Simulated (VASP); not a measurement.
# W8C8O in VASP: further runs

Runs on W8C8O. Level: PBEsol. Tasks: single point.

All numbers are computed with VASP 6.6.1; they aren't measurements. Logs are shortened: lines on timing, memory, paths and dates and some standing lists are left out, and cuts for length are marked.

## (1) The cell of the first run

The cell holds a slab with vacuum, 17 atoms: a = 5.796 Å, b = 5.796 Å, c = 16.247 Å, α = 90.00°, β = 90.00°, γ = 120.00°.

## (2) Single point, PBEsol

INCAR reads:

```
ALGO = Normal ; EDIFF = 1E-6
ENCUT = 520 ; GGA = PS
ISIF = 2 ; ISMEAR = 0
LASPH = True ; LCHARG = True
LELF = True ; LREAL = Auto
LVHAR = True ; LWAVE = False
NBANDS = 89 ; NELM = 100
PREC = Accurate ; SIGMA = 0.05
```

KPOINTS reads:

```
k-points
0
Gamma
  3 3 1
```

POSCAR reads:

```
W8C8O
1.0
    5.7964000000      0.0000000000      0.0000000000
   -2.8982000000      5.0198300000      0.0000000000
    0.0000000000      0.0000000000     16.2471000000
W C O
8 8 1
Direct
    0.0000000000      0.0000000000      0.0615494000
    0.0039074705      0.0007193326      0.2352966640
    0.0000000000      0.5000000000      0.0615494000
   -0.0058152431      0.4883768435      0.2299255750
    0.5000000000      0.0000000000      0.0615494000
    0.4968118712      0.0007235437      0.2352984275
    0.5000000000      0.5000000000      0.0615494000
    0.5005082813      0.5009976106      0.2423269419
    0.3364121498      0.1728257740      0.1439802187
    0.3298041325      0.1596120898      0.3073661364
    0.3354483062      0.6649802490      0.1432426021
    0.2970650129      0.6767457745      0.3136075660
    0.8331576017      0.1663118374      0.1389212013
    0.8257084669      0.1514063105      0.3014294092
    0.8295307818      0.6649832220      0.1432399640
    0.8797079049      0.6767513232      0.3136052842
    0.0518936817      0.6037451773      0.3574043858
```

Potentials or basis: VASP PAW PBE potentials, release 64 (W_sv, C, O).

Started as:

```sh
$ cat potpaw_PBE.64/W_sv/POTCAR potpaw_PBE.64/C/POTCAR potpaw_PBE.64/O/POTCAR > POTCAR
$ mpirun -np 1 vasp_std > vasp.out
```

OUTCAR:

```text
EDIFF = 1E-6
   ENCUT = 520
   GGA = PS
   ISIF = 2
   ISMEAR = 0
   LASPH = True
   LREAL = Auto
   NELM = 100
   PREC = Accurate

 ion  position               nearest neighbor table
   1  0.000  0.000  0.062-  13 2.09  15 2.14   9 2.16   2 2.82   5 2.90   5 2.90   3 2.90   3 2.90
                             7 2.90   7 2.90
   2  0.004  0.001  0.235-  14 1.97  10 2.01  16 2.08   9 2.23  15 2.25  13 2.30   1 2.82   4 2.86
                             6 2.86   8 2.89   8 2.91   6 2.94   4 2.94
   3  0.000  0.500  0.062-  13 2.09  15 2.14  11 2.14   4 2.74   7 2.90   7 2.90   5 2.90   1 2.90
                             1 2.90   5 2.90
   4  0.994  0.488  0.230-  16 2.05  12 2.05  14 2.05  17 2.15  13 2.19  11 2.22  15 2.22   3 2.74
                             6 2.86   2 2.86   8 2.91   8 2.91   2 2.94   6 2.94
   5  0.500  0.000  0.062-  13 2.09  11 2.14   9 2.16   6 2.82   1 2.90   1 2.90   3 2.90   7 2.90
                             7 2.90   3 2.90
   6  0.497  0.001  0.235-  14 1.97  10 2.01  12 2.08   9 2.23  11 2.25  13 2.30   5 2.82   4 2.86
                             2 2.86   8 2.89   8 2.91   2 2.94   4 2.94
   7  0.500  0.500  0.062-   9 2.12  15 2.12  11 2.12   3 2.90   3 2.90   1 2.90   5 2.90   5 2.90
                             1 2.90   8 2.94
   8  0.501  0.501  0.242-  10 2.01  12 2.23  16 2.23   9 2.29  15 2.31  11 2.31   6 2.89   2 2.89
                             4 2.91   4 2.91   2 2.91   6 2.91   7 2.94
   9  0.336  0.173  0.144-   7 2.12   1 2.16   5 2.16   2 2.23   6 2.23   8 2.29
  10  0.330  0.160  0.307-   6 2.01   2 2.01   8 2.01
  11  0.335  0.665  0.143-   7 2.12   5 2.14   3 2.14   4 2.22   6 2.25   8 2.31
  12  0.297  0.677  0.314-  17 1.45   4 2.05   6 2.08   8 2.23
  13  0.833  0.166  0.139-   1 2.09   5 2.09   3 2.09   4 2.19   2 2.30   6 2.30
  14  0.826  0.151  0.301-   2 1.97   6 1.97   4 2.05
  15  0.830  0.665  0.143-   7 2.12   1 2.14   3 2.14   4 2.22   2 2.25   8 2.31
  16  0.880  0.677  0.314-  17 1.45   4 2.05   2 2.08   8 2.23
  17  0.052  0.604  0.357-  12 1.45  16 1.45   4 2.15

  LATTYP: Found a hexagonal cell.
 ALAT       =     5.7964000000
 C/A-ratio  =     2.8029639086

  Lattice vectors:

 A1 = (   5.7964000000,   0.0000000000,   0.0000000000)
 A2 = (  -2.8982000000,   5.0198300000,   0.0000000000)
 A3 = (   0.0000000000,   0.0000000000,  16.2471000000)

Analysis of symmetry for initial positions (statically):
=====================================================================
 Subroutine PRICEL returns:
 Original cell was already a primitive cell.

 Routine SETGRP: Setting up the symmetry group for a
 hexagonal supercell.

 Subroutine GETGRP returns: Found  1 space group operations
 (whereof  1 operations were pure point group operations)
 out of a pool of 24 trial point group operations.

The static configuration has the point symmetry C_1 .

Analysis of symmetry for dynamics (positions and initial velocities):
=====================================================================
 Subroutine PRICEL returns:
 Original cell was already a primitive cell.

 Routine SETGRP: Setting up the symmetry group for a
 hexagonal supercell.

 Subroutine GETGRP returns: Found  1 space group operations
 (whereof  1 operations were pure point group operations)
 out of a pool of 24 trial point group operations.

The dynamic configuration has the point symmetry C_1 .

 Subroutine INISYM returns: Found  1 space group operations
 (whereof  1 operations are pure point group operations),
 and found     1 'primitive' translations

----------------------------------------------------------------------------------------

                                     Primitive cell

  volume of cell :     472.7409

  direct lattice vectors                    reciprocal lattice vectors
     5.796400000  0.000000000  0.000000000     0.172520875  0.099604967  0.000000000
    -2.898200000  5.019830000  0.000000000     0.000000000  0.199209933  0.000000000
     0.000000000  0.000000000 16.247100000     0.000000000  0.000000000  0.061549446

  length of vectors
     5.796400000  5.796400303 16.247100000     0.199209944  0.199209933  0.061549446

  position of ions in fractional coordinates (direct lattice)
     0.000000000  0.000000000  0.061549400
     0.003907471  0.000719333  0.235296664
     0.000000000  0.500000000  0.061549400
     0.994184757  0.488376843  0.229925575
     0.500000000  0.000000000  0.061549400
     0.496811871  0.000723544  0.235298427
[... 9 lines left out ...]
     0.879707905  0.676751323  0.313605284
     0.051893682  0.603745177  0.357404386

  ion indices of the primitive-cell ions
   primitive index   ion index
                 1           1
                 2           2
                 3           3
                 4           4
                 5           5
                 6           6
[... 9 lines left out ...]
                16          16
                17          17

----------------------------------------------------------------------------------------

 KPOINTS: k-points

Automatic generation of k-mesh.
 Grid dimensions read from file:
 generate k-points for:    3    3    1

 Generating k-lattice:

  Cartesian coordinates                     Fractional coordinates (reciprocal lattice)
     0.057506958  0.033201656  0.000000000     0.333333333  0.000000000  0.000000000
     0.000000000  0.066403311  0.000000000     0.000000000  0.333333333  0.000000000
     0.000000000  0.000000000  0.061549446     0.000000000  0.000000000  1.000000000

  Length of vectors
     0.066403315  0.066403311  0.061549446

  Shift w.r.t. Gamma in fractional coordinates (k-lattice)
     0.000000000  0.000000000  0.000000000

 Subroutine IBZKPT returns following result:
 ===========================================

 Found      5 irreducible k-points:

 Following reciprocal coordinates:
            Coordinates               Weight
  0.000000  0.000000  0.000000      1.000000
  0.333333  0.000000  0.000000      2.000000
  0.000000  0.333333  0.000000      2.000000
 -0.333333  0.333333  0.000000      2.000000
  0.333333  0.333333  0.000000      2.000000
   k-points           NKPTS =      5   k-points in BZ     NKDIM =      5   number of bands    NBANDS=     89
   number of dos      NEDOS =    301   number of ions     NIONS =     17
   total plane-waves  NPLWV = 290304
   dimension x,y,z NGX =    48 NGY =   48 NGZ =  126
   dimension x,y,z NGXF=    96 NGYF=   96 NGZF=  252
   ions per type =               8   8   1
   NGX,Y,Z   is equivalent  to a cutoff of  13.77, 13.77, 12.89 a.u.
   NGXF,Y,Z  is equivalent  to a cutoff of  27.53, 27.53, 25.79 a.u.
 SYSTEM =  unknown system
   PREC   = accura    normal or accurate (medium, high low for compatibility)
   ISTART =      0    job   : 0-new  1-cont  2-samecut
   ICHARG =      2    charge: 1-file 2-atom 10-const
   ISPIN  =      1    spin polarized calculation?
   LNONCOLLINEAR =      F non collinear calculations
   LSORBIT =      F    spin-orbit coupling
   LASPH  =      T    aspherical Exc in radial PAW
   ENCUT  =  520.0 eV  38.22 Ry    6.18 a.u.  10.78 10.78 30.21*2*pi/ulx,y,z
   NELM   =    100;   NELMIN=  2; NELMDL= -5     # of ELM steps
   EDIFF  = 0.1E-05   stopping-criterion for ELM
   LREAL  =      T    real-space projection
   EDIFFG = 0.1E-04   stopping-criterion for IOM
   NSW    =      0    number of steps for IOM
   IBRION =     -1    ionic relax: 0-MD 1-quasi-New 2-CG
   NFREE  =      0    steps in history (QN), initial steepest desc. (CG)
   ISIF   =      2    stress and relaxation
   ISYM   =      2    0-nonsym 1-usesym 2-fastsym
   POTIM  = 0.5000    time-step for ionic-motion
   TEBEG  =    0.0;   TEEND  =   0.0 temperature during run
   PSTRESS=    0.0 pullay stress
   NELECT =     150.0000    total number of electrons
   NUPDOWN=      -1.0000    fix difference up-down
   EMIN   =  10.00;   EMAX   =-10.00  energy-range for DOS
   EFERMI =   0.00;   METHOD = LEGACY
   ISMEAR =     0;   SIGMA  =   0.05  broadening in eV -4-tet -1-fermi 0-gaus
   EFERMI_NEDOS =   21; number of points for ismear=-14 and -15
   IALGO  =     38    algorithm
   IMIX   =      4    mixing-type and parameters
     AMIX     =   0.40;   BMIX     =  1.00
     AMIX_MAG =   1.60;   BMIX_MAG =  1.00
  volume/ion in A,a.u.               =      27.81       187.66
  Fermi-wavevector in a.u.,A,eV,Ry     =   1.116600  2.110068 16.963675  1.246795
  Thomas-Fermi vector in A             =   2.253215
   LORBIT       =      0    0 simple, 1 ext, 2 COOP (PROOUT), +10 PAW based schemes
   GGA     = PS    functional components
   LHFCALC =     F    Hartree Fock is set to
   AEXX    =    0.0000 exact exchange contribution
   IVDW    =     0    specifies the selected vdW correction
   LEPSILON=     F    determine dielectric tensor
   LRPA    =     F    only Hartree local field effects (RPA)
 non-spin polarized calculation
 Gauss-broadening in eV      SIGMA  =   0.05
  energy-cutoff  :      520.00
  volume of cell :      472.74
 maximum number of plane-waves:     12753
 NGX is ok and might be reduce to    48
   NGX = 21   NGY = 21   NGZ = 61

 number of electron     149.9999988 magnetization

 Free energy of the ion-electron system (eV)
  ---------------------------------------------------
  ext. energy  EPLUGINS =         0.00000000
  ---------------------------------------------------
  free energy    TOTEN  =      -179.73831800 eV

  energy without entropy =     -179.73419796  energy(sigma->0) =     -179.73625798

 E-fermi :   0.6787     XC(G=0):  -6.2223

 val. band max:        0.6252293756   @ k =   0.3333   0.3333   0.0000
 cond. band min:       0.7282356980   @ k =   0.0000   0.0000   0.0000
 fundamental gap:      0.1030063223
 Fermi energy:         0.6787457100

 k-point     1 :       0.0000    0.0000    0.0000
  band No.  band energies     occupation
      1     -73.6606      2.00000
      2     -73.4642      2.00000
      3     -73.3370      2.00000
      4     -73.2796      2.00000
      5     -73.2542      2.00000
      6     -73.2434      2.00000
[... 79 lines left out ...]
     86       3.6855      0.00000
     87       3.7382      0.00000

 k-point     2 :       0.3333    0.0000    0.0000
  band No.  band energies     occupation
      1     -73.6593      2.00000
      2     -73.4645      2.00000
      3     -73.3293      2.00000
      4     -73.2785      2.00000
      5     -73.2616      2.00000
      6     -73.2449      2.00000
[... 79 lines left out ...]
     86       3.2884      0.00000
     87       3.3735      0.00000

 k-point     3 :       0.0000    0.3333    0.0000
  band No.  band energies     occupation
      1     -73.6598      2.00000
      2     -73.4631      2.00000
      3     -73.3288      2.00000
      4     -73.2822      2.00000
      5     -73.2542      2.00000
      6     -73.2491      2.00000
[... 79 lines left out ...]
     86       3.2896      0.00000
     87       3.4776      0.00000

 k-point     4 :      -0.3333    0.3333    0.0000
  band No.  band energies     occupation
      1     -73.6593      2.00000
      2     -73.4645      2.00000
      3     -73.3293      2.00000
      4     -73.2785      2.00000
      5     -73.2616      2.00000
      6     -73.2449      2.00000
[... 79 lines left out ...]
     86       3.2884      0.00000
     87       3.3734      0.00000

 k-point     5 :       0.3333    0.3333    0.0000
  band No.  band energies     occupation
      1     -73.6589      2.00000
      2     -73.4640      2.00000
      3     -73.3247      2.00000
      4     -73.2762      2.00000
      5     -73.2684      2.00000
      6     -73.2450      2.00000
[... 79 lines left out ...]
     86       3.0740      0.00000
     87       3.1076      0.00000
 [bands above 87 left out]

------------------------ aborting loop because EDIFF is reached ----------------------------------------

  FORCE on cell =-STRESS in cart. coord.  units (eV):
  Direction    XX          YY          ZZ          XY          YZ          ZX
  --------------------------------------------------------------------------------------
  -------------------------------------------------------------------------------------
  Total       -6.9079907      1.0273025      1.2156507     -0.0004882      0.0652583     -0.0025599
  in kB      -23.4120323      3.4816548      4.1199902     -0.0016545      0.2211683     -0.0086759
  external PRESSURE =      -5.2701291 kB  Pullay stress =       0.0000000 kB

 VOLUME and BASIS-vectors are now :
 -----------------------------------------------------------------------------
  energy-cutoff  :      520.00
  volume of cell :      472.74
      direct lattice vectors                 reciprocal lattice vectors
     5.796400000  0.000000000  0.000000000     0.172520875  0.099604967  0.000000000
    -2.898200000  5.019830000  0.000000000     0.000000000  0.199209933  0.000000000
     0.000000000  0.000000000 16.247100000     0.000000000  0.000000000  0.061549446

 POSITION                                       TOTAL-FORCE (eV/Angst)
 -----------------------------------------------------------------------------------
      0.00000      0.00000      1.00000         0.297259     -0.157703     -0.119699
      0.02056      0.00361      3.82289         0.007374     -0.024661     -0.029104
     -1.44910      2.50991      1.00000         0.000115      0.176653     -0.719029
      4.34728      2.45157      3.73562         0.001773     -0.036381     -0.146210
      2.89820      0.00000      1.00000        -0.297247     -0.157942     -0.119350
      2.87762      0.00363      3.82292        -0.006374     -0.025486     -0.029932
[... 9 lines left out ...]
      3.13778      3.39718      5.09518        -0.194302      0.054020      0.001148
     -1.44898      3.03070      5.80678        -0.000402     -0.041625      0.230264
 -----------------------------------------------------------------------------------
    total drift:                               -0.000283      0.011258     -0.016038

  FREE ENERGIE OF THE ION-ELECTRON SYSTEM (eV)
  ---------------------------------------------------
  free  energy   TOTEN  =      -179.7383180034 eV

  energy  without entropy=     -179.7341979636  energy(sigma->0) =     -179.73625798
```

Run time: 6.8 min. Hardware: 1 thread of Intel Xeon 6975P-C (Granite Rapids), shared host; peak memory 0.65 GiB.

What came out:

```
Free energy            : -179.7383 eV
Largest force          : 0.740 eV/Å
Band gap on the k mesh : zero (bands 75 and 76 overlap by 0.49 eV)
```

Forces on the atoms (eV/Å):
```
W    0.297 -0.158 -0.120
W    0.007 -0.025 -0.029
W    0.000  0.177 -0.719
W    0.002 -0.036 -0.146
W   -0.297 -0.158 -0.119
W   -0.006 -0.025 -0.030
W    0.000  0.138  0.705
W   -0.001  0.022  0.001
C    0.000  0.008  0.007
C    0.000 -0.007  0.103
C    0.010 -0.003 -0.001
C    0.193  0.054  0.000
C    0.000 -0.002  0.006
C   -0.001  0.006  0.112
C   -0.009 -0.003  0.000
C   -0.194  0.054  0.001
O    0.000 -0.042  0.230
```

Caveat: the k points lie up to 0.42 Å⁻¹ apart; there is no dipole correction, which matters where the two faces differ; the PAW data sets were made with another functional, which shifts forces and pressure a little; spin-orbit coupling is left out, which moves the levels of the heavy elements.

## (3) Single point, PBEsol

INCAR reads:

```
SYSTEM = W8C8O
  PREC = Accurate
  ENCUT = 520
  EDIFF = 1E-7
  ISMEAR = 0
  SIGMA = 0.05
  LREAL = Auto
  LASPH = .True.
  NELM = 100
  ALGO = Normal
  ISIF = 2
  LWAVE = .False.
  LCHARG = .False.
  GGA = PS
  NBANDS = 89
```

KPOINTS reads:

```
Automatic mesh
0
Gamma
  3 3 1
  0 0 0
```

POSCAR reads:

```
W8C8O
1.0
    5.7964000000      0.0000000000      0.0000000000
   -2.8982000000      5.0198300000      0.0000000000
    0.0000000000      0.0000000000     16.2471000000
W C O
8 8 1
Direct
    0.0000000000      0.0000000000      0.0615493842
    0.0039073928      0.0007193471      0.2352966376
    0.0000000000      0.5000000000      0.0615493842
   -0.0058151743      0.4883768972      0.2299255867
    0.5000000000      0.0000000000      0.0615493842
    0.4968118032      0.0007235305      0.2352984225
    0.5000000000      0.5000000000      0.0615493842
    0.5005083103      0.5009976433      0.2423269383
    0.3364121964      0.1728257730      0.1439802180
    0.3298041913      0.1596121781      0.3073661146
    0.3354483595      0.6649802882      0.1432426095
    0.2970650323      0.6767458261      0.3136075977
    0.8331576289      0.1663118074      0.1389212229
    0.8257085094      0.1514063225      0.3014294243
    0.8295308349      0.6649832763      0.1432399628
    0.8797079082      0.6767514039      0.3136052588
    0.0518936209      0.6037451467      0.3574043983
```

Potentials or basis: VASP PAW PBE potentials, release 64 (W_sv, C, O).

Started as:

```sh
$ cat potpaw_PBE.64/W_sv/POTCAR potpaw_PBE.64/C/POTCAR potpaw_PBE.64/O/POTCAR > POTCAR
$ mpirun -np 1 vasp_std > vasp.out
```

Run time: 7 min. Hardware: 1 thread of Intel Xeon 6975P-C (Granite Rapids), shared host; peak memory 0.66 GiB.

Results (log left out):

```
Free energy            : -179.7383 eV
Largest force          : 0.740 eV/Å
Band gap on the k mesh : zero (bands 75 and 76 overlap by 0.49 eV)
```

Forces in eV/Å, atoms in the order of the input:
```
W    0.297 -0.158 -0.120
W    0.007 -0.025 -0.029
W    0.000  0.177 -0.719
W    0.002 -0.036 -0.146
W   -0.297 -0.158 -0.119
W   -0.006 -0.025 -0.030
W    0.000  0.138  0.705
W   -0.001  0.022  0.001
C    0.000  0.008  0.007
C    0.000 -0.007  0.103
C    0.010 -0.003 -0.001
C    0.193  0.054  0.000
C    0.000 -0.002  0.006
C   -0.001  0.006  0.112
C   -0.009 -0.003  0.000
C   -0.194  0.054  0.001
O    0.000 -0.042  0.230
```

Levels at points of the mesh, in eV from the Fermi level:
| k point | band 71 | band 72 | band 73 | band 74 | band 75 | band 76 | band 77 | band 78 | band 79 | band 80 |
| --- | --- | --- | --- | --- | --- | --- | --- | --- | --- | --- |
| (0.00, 0.00, 0.00) | -0.82 | 0.05 | 0.06 | 0.32 | 0.35 | 0.37 | 0.44 | 1.12 | 1.36 | 1.91 |

Caveat: the k points lie up to 0.42 Å⁻¹ apart; there is no dipole correction, which matters where the two faces differ; the PAW data sets were made with another functional, which shifts forces and pressure a little; spin-orbit coupling is left out, which moves the levels of the heavy elements.

(Continued in part 2 of 2.)

The gap in the log of VASP goes by the Fermi energy; the results here count the filled bands.